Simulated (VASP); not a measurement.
# TaN (I4/mmm) in VASP: single point with PBEsol

Aim: the single point of TaN with PBEsol.

All numbers are computed with VASP 6.6.1; they aren't measurements. Logs are shortened: lines on timing, memory, paths and dates and some standing lists are left out, and cuts for length are marked.

## 1. The cell of the first run

The structure is tetragonal, space group I4/mmm (No. 139). The conventional cell has a = 2.973 Å, b = 2.973 Å, c = 4.591 Å, α = 90.00°, β = 90.00°, γ = 90.00°. Within 2.8 Å of Ta (site symmetry 4/mmm) lie 6 N at 2.10 to 2.30 Å. Within 2.8 Å of N (site symmetry 4/mmm) lie 6 Ta at 2.10 to 2.30 Å.

## 2. Single point, PBEsol

The input, INCAR:

```
SYSTEM = TaN
ALGO = Normal
EDIFF = 1E-7
ENCUT = 520
GGA = PS
ISIF = 2
ISMEAR = 0
ISYM = 0
LASPH = .True.
LCHARG = .False.
LREAL = .False.
LWAVE = .False.
NBANDS = 15
NELM = 100
PREC = Accurate
SIGMA = 0.1
```

The input, KPOINTS:

```
k-points
0
Gamma
  12 12 15
  0 0 0
```

The input, POSCAR:

```
TaN
1.0
    2.9726300482      0.0000000000      0.0000000000
    0.0000000000      2.9726300482      0.0000000000
    1.4863150241      1.4863150241      2.2955419956
Ta N
1 1
Direct
    0.0000000000      0.0000000000      0.0000000000
    0.5000000000      0.5000000000      0.0000000000
```

Potentials or basis: VASP PAW PBE potentials, release 64 (Ta_pv, N).

Launch:

```
$ cat potpaw_PBE.64/Ta_pv/POTCAR potpaw_PBE.64/N/POTCAR > POTCAR
$ mpirun -np 1 vasp_std > vasp.out
```

OUTCAR:

```text
SYSTEM = TaN
   EDIFF = 1E-7
   ENCUT = 520
   GGA = PS
   ISIF = 2
   ISMEAR = 0
   ISYM = 0
   LASPH = .True.
   LREAL = .False.
   NELM = 100
   PREC = Accurate

 ion  position               nearest neighbor table
   1  0.000  0.000  0.000-   2 2.10   2 2.10   2 2.10   2 2.10   2 2.30   2 2.30
   2  0.500  0.500  0.000-   1 2.10   1 2.10   1 2.10   1 2.10   1 2.30   1 2.30

IMPORTANT INFORMATION: All symmetrisations will be switched off!
NOSYMM: (Re-)initialisation of all symmetry stuff for point group C_1.

----------------------------------------------------------------------------------------

                                     Primitive cell

  volume of cell :      20.2846

  direct lattice vectors                    reciprocal lattice vectors
     2.972630048  0.000000000  0.000000000     0.336402440  0.000000000 -0.217813484
     0.000000000  2.972630048  0.000000000     0.000000000  0.336402440 -0.217813484
     1.486315024  1.486315024  2.295541996     0.000000000  0.000000000  0.435626968

  length of vectors
     2.972630048  2.972630048  3.112519519     0.400760920  0.400760920  0.435626968

  position of ions in fractional coordinates (direct lattice)
     0.000000000  0.000000000  0.000000000
     0.500000000  0.500000000  0.000000000

  ion indices of the primitive-cell ions
   primitive index   ion index
                 1           1
                 2           2

----------------------------------------------------------------------------------------

 KPOINTS: k-points

Automatic generation of k-mesh.
 Grid dimensions read from file:
 generate k-points for:   12   12   15

 Generating k-lattice:

  Cartesian coordinates                     Fractional coordinates (reciprocal lattice)
     0.028033537  0.000000000 -0.018151124     0.083333333  0.000000000  0.000000000
     0.000000000  0.028033537 -0.018151124     0.000000000  0.083333333  0.000000000
     0.000000000  0.000000000  0.029041798     0.000000000  0.000000000  0.066666667

  Length of vectors
     0.033396743  0.033396743  0.029041798

  Shift w.r.t. Gamma in fractional coordinates (k-lattice)
     0.000000000  0.000000000  0.000000000

 -----------------------------------------------------------------------------
|                                                                             |
|           W    W    AA    RRRRR   N    N  II  N    N   GGGG   !!!           |
|           W    W   A  A   R    R  NN   N  II  NN   N  G    G  !!!           |
|           W    W  A    A  R    R  N N  N  II  N N  N  G       !!!           |
|           W WW W  AAAAAA  RRRRR   N  N N  II  N  N N  G  GGG   !            |
|           WW  WW  A    A  R   R   N   NN  II  N   NN  G    G                |
|           W    W  A    A  R    R  N    N  II  N    N   GGGG   !!!           |
|                                                                             |
|     Your reciprocal lattice and k-lattice belong to different lattice       |
|     classes:                                                                |
|                                                                             |
|        The reciprocal lattice is body-centered tetragonal,                  |
|        whereas your k-lattice is base-centered monoclinic.                  |
|                                                                             |
|     Results are often still useful ...                                      |
|                                                                             |
 -----------------------------------------------------------------------------

 WARNING: IBZKPT: internal override: KBLOWUP is changed to .FALSE.
      ... skipping the blow-up phase ...

 Subroutine IBZKPT returns following result:
 ===========================================

 Found   1082 irreducible k-points:

 Following reciprocal coordinates:
            Coordinates               Weight
  0.000000  0.000000  0.000000      1.000000
  0.083333  0.000000  0.000000      2.000000
  0.166667  0.000000 -0.000000      2.000000
  0.250000  0.000000  0.000000      2.000000
  0.333333  0.000000  0.000000      2.000000
  0.416667  0.000000  0.000000      2.000000
[... 16 lines left out ...]
  0.250000  0.166667  0.000000      2.000000
  0.333333  0.166667 -0.000000      2.000000
 [... further k-points ...]
   k-points           NKPTS =   1082   k-points in BZ     NKDIM =   1082   number of bands    NBANDS=     15
   number of dos      NEDOS =    301   number of ions     NIONS =      2
   total plane-waves  NPLWV =  13824
   dimension x,y,z NGX =    24 NGY =   24 NGZ =   24
   dimension x,y,z NGXF=    48 NGYF=   48 NGZF=   48
   ions per type =               1   1
   NGX,Y,Z   is equivalent  to a cutoff of  13.42, 13.42, 12.82 a.u.
   NGXF,Y,Z  is equivalent  to a cutoff of  26.84, 26.84, 25.64 a.u.
 SYSTEM =  TaN
   PREC   = accura    normal or accurate (medium, high low for compatibility)
   ISTART =      0    job   : 0-new  1-cont  2-samecut
   ICHARG =      2    charge: 1-file 2-atom 10-const
   ISPIN  =      1    spin polarized calculation?
   LNONCOLLINEAR =      F non collinear calculations
   LSORBIT =      F    spin-orbit coupling
   LASPH  =      T    aspherical Exc in radial PAW
   ENCUT  =  520.0 eV  38.22 Ry    6.18 a.u.   5.53  5.53  5.79*2*pi/ulx,y,z
   NELM   =    100;   NELMIN=  2; NELMDL= -5     # of ELM steps
   EDIFF  = 0.1E-06   stopping-criterion for ELM
   LREAL  =      F    real-space projection
   EDIFFG = 0.1E-05   stopping-criterion for IOM
   NSW    =      0    number of steps for IOM
   IBRION =     -1    ionic relax: 0-MD 1-quasi-New 2-CG
   NFREE  =      0    steps in history (QN), initial steepest desc. (CG)
   ISIF   =      2    stress and relaxation
   ISYM   =      0    0-nonsym 1-usesym 2-fastsym
   POTIM  = 0.5000    time-step for ionic-motion
   TEBEG  =    0.0;   TEEND  =   0.0 temperature during run
   PSTRESS=    0.0 pullay stress
   NELECT =      16.0000    total number of electrons
   NUPDOWN=      -1.0000    fix difference up-down
   EMIN   =  10.00;   EMAX   =-10.00  energy-range for DOS
   EFERMI =   0.00;   METHOD = LEGACY
   ISMEAR =     0;   SIGMA  =   0.10  broadening in eV -4-tet -1-fermi 0-gaus
   EFERMI_NEDOS =   21; number of points for ismear=-14 and -15
   IALGO  =     38    algorithm
   IMIX   =      4    mixing-type and parameters
     AMIX     =   0.40;   BMIX     =  1.00
     AMIX_MAG =   1.60;   BMIX_MAG =  1.00
  volume/ion in A,a.u.               =      10.14        68.44
  Fermi-wavevector in a.u.,A,eV,Ry     =   1.512606  2.858411 31.129818  2.287977
  Thomas-Fermi vector in A             =   2.622508
   LORBIT       =      0    0 simple, 1 ext, 2 COOP (PROOUT), +10 PAW based schemes
   GGA     = PS    functional components
   LHFCALC =     F    Hartree Fock is set to
   AEXX    =    0.0000 exact exchange contribution
   IVDW    =     0    specifies the selected vdW correction
   LEPSILON=     F    determine dielectric tensor
   LRPA    =     F    only Hartree local field effects (RPA)
 non-spin polarized calculation
 Gauss-broadening in eV      SIGMA  =   0.10
  energy-cutoff  :      520.00
  volume of cell :       20.28
 maximum number of plane-waves:       561
 NGX is ok and might be reduce to    24
   NGX = 11   NGY = 11   NGZ = 11

 number of electron      15.9999998 magnetization

 Free energy of the ion-electron system (eV)
  ---------------------------------------------------
  ext. energy  EPLUGINS =         0.00000000
  ---------------------------------------------------
  free energy    TOTEN  =       -22.98225125 eV

  energy without entropy =      -22.97871283  energy(sigma->0) =      -22.98048204

 E-fermi :   9.8386     XC(G=0): -13.8367

 val. band max:        9.8340404131   @ k =  -0.1667   0.1667   0.0667
 cond. band min:       9.8432988437   @ k =  -0.4167   0.5000   0.3333
 fundamental gap:      0.0092584305
 Fermi energy:         9.8385924203

 k-point     1 :       0.0000    0.0000    0.0000
  band No.  band energies     occupation
      1     -25.6924      2.00000
      2     -25.6508      2.00000
      3     -25.6468      2.00000
      4      -9.3211      2.00000
      5       5.7146      2.00000
      6       6.1191      2.00000
      7       6.1213      2.00000
      8       6.9186      2.00000
      9       8.0972      2.00000
     10       8.1007      2.00000
     11       8.5229      2.00000
     12      10.6037      0.00000
     13      12.8485      0.00000
     14      19.4026      0.00000
     15      22.4474      0.00000

 k-point     2 :       0.0833    0.0000    0.0000
  band No.  band energies     occupation
      1     -25.7423      2.00000
      2     -25.6876      2.00000
      3     -25.6505      2.00000
      4      -9.1302      2.00000
      5       4.9666      2.00000
      6       5.2991      2.00000
      7       5.5226      2.00000
      8       7.4435      2.00000
      9       8.3127      2.00000
     10       8.3172      2.00000
     11       9.2737      2.00000
     12      11.3703      0.00000
     13      13.3380      0.00000
     14      19.9580      0.00000
     15      22.4470      0.00000
[... 365 lines left out ...]
      3     -25.7625      2.00000
      4      -7.2126      2.00000
      5       0.8442      2.00000
      6       2.4755      2.00000
      7       3.5048      2.00000
      8       9.2835      2.00000
      9      10.0067      0.01742
     10      12.0401      0.00000
     11      13.6349      0.00000
     12      14.8615      0.00000
     13      17.5540      0.00000
     14      22.2304      0.00000
     15      22.6172      0.00000

 k-point    24 :       0.3333    0.1667   -0.0000
  band No.  band energies     occupation
      1     -26.4917      2.00000
      2     -25.9420      2.00000
      3     -25.7988      2.00000
      4      -6.7113      2.00000
      5       0.2180      2.00000
      6       2.2366      2.00000
      7       3.0048      2.00000
      8       9.9785      0.04783
      9      10.9901      0.00000
     10      11.8568      0.00000
     11      15.0748      0.00000
     12      16.0315      0.00000
     13      17.7463      0.00000
     14      21.7838      0.00000
     15      22.5089      0.00000

 [... further k-points ...]

------------------------ aborting loop because EDIFF is reached ----------------------------------------

  FORCE on cell =-STRESS in cart. coord.  units (eV):
  Direction    XX          YY          ZZ          XY          YZ          ZX
  --------------------------------------------------------------------------------------
  -------------------------------------------------------------------------------------
  Total        4.7068802      4.7068803     -1.5228682      0.0045997      0.0083229      0.0083228
  in kB      371.7720697    371.7720762   -120.2834634      0.3633045      0.6573807      0.6573721
  external PRESSURE =     207.7535608 kB  Pullay stress =       0.0000000 kB

 VOLUME and BASIS-vectors are now :
 -----------------------------------------------------------------------------
  energy-cutoff  :      520.00
  volume of cell :       20.28
      direct lattice vectors                 reciprocal lattice vectors
     2.972630048  0.000000000  0.000000000     0.336402440  0.000000000 -0.217813484
     0.000000000  2.972630048  0.000000000     0.000000000  0.336402440 -0.217813484
     1.486315024  1.486315024  2.295541996     0.000000000  0.000000000  0.435626968

 POSITION                                       TOTAL-FORCE (eV/Angst)
 -----------------------------------------------------------------------------------
      0.00000      0.00000      0.00000         0.000000      0.000000     -0.000000
      1.48632      1.48632      0.00000        -0.000000     -0.000000      0.000000
 -----------------------------------------------------------------------------------
    total drift:                               -0.000000     -0.000000     -0.000000

  FREE ENERGIE OF THE ION-ELECTRON SYSTEM (eV)
  ---------------------------------------------------
  free  energy   TOTEN  =       -22.9822512544 eV

  energy  without entropy=      -22.9787128350  energy(sigma->0) =      -22.98048204
```

It took 2.8 min on 1 thread of Intel Xeon Platinum 8259CL at 2.50GHz (Skylake/Cascade Lake), shared host; peak memory 0.43 GiB.

What came out:

```yaml
Free_energy: -22.9823 eV
Pressure: 20.8 GPa
Band_gap_on_the_k_mesh: zero (bands 8 and 9 overlap by 3.73 eV)
```

Stress tensor (GPa, compression positive):
```
 37.18   0.04   0.07
  0.04  37.18   0.07
  0.07   0.07 -12.03
```

Caveat: the cell stands under pressure; the PAW data sets were made with another functional, which shifts forces and pressure a little; spin-orbit coupling is left out, which moves the levels of the heavy elements.
